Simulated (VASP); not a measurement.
A run of VASP 6.6.1 is set up as follows.

INCAR

```
PREC = Accurate ; ENCUT = 520
EDIFF = 1E-7 ; ISMEAR = 0
SIGMA = 0.05 ; LREAL = F
LASPH = T ; NELM = 80
ALGO = Normal ; ISIF = 2
LWAVE = F ; LCHARG = F
LDIPOL = T ; IDIPOL = 3
DIPOL = 0.5 0.5 0.500 ; GGA = PE
IVDW = 12 ; NBANDS = 49
```

KPOINTS

```
Automatic mesh
0
Gamma
  9 9 1
```

Contents of POSCAR:

```
WSe2
1.0
    3.2790276211      0.0000000000      0.0000000000
   -1.6395138105      2.8397212196      0.0000000000
    0.0000000000      0.0000000000     33.1573580427
Se W
6 3
Direct
    0.6666666667      0.3333333333      0.2563533557
    0.6666666667      0.3333333333      0.3579520603
    0.3333333333      0.6666666667      0.4492006477
    0.3333333333      0.6666666667      0.5508037100
    0.6666666667      0.3333333333      0.6422002495
    0.6666666667      0.3333333333      0.7438902688
    0.3333333333      0.6666666667      0.3071527080
    0.6666666667      0.3333333333      0.5000026587
    0.3333333333      0.6666666667      0.6930350205
```

Potentials or basis: VASP PAW PBE potentials, release 64 (Se, W_sv).

Run with:

```bash
$ cat potpaw_PBE.64/Se/POTCAR potpaw_PBE.64/W_sv/POTCAR > POTCAR
$ mpirun -np 1 vasp_std > vasp.out
```

(1) Predict the dispersion energy per atom.

(2) What does it give for the largest force?

(3) Estimate the band gap on the k mesh.

Results:

(1) -0.428 eV.

(2) 0.079 eV/Å.

(3) 1.19 eV (least direct gap 1.60 eV).

Caveat: spin-orbit coupling is left out, which moves the levels of the heavy elements.
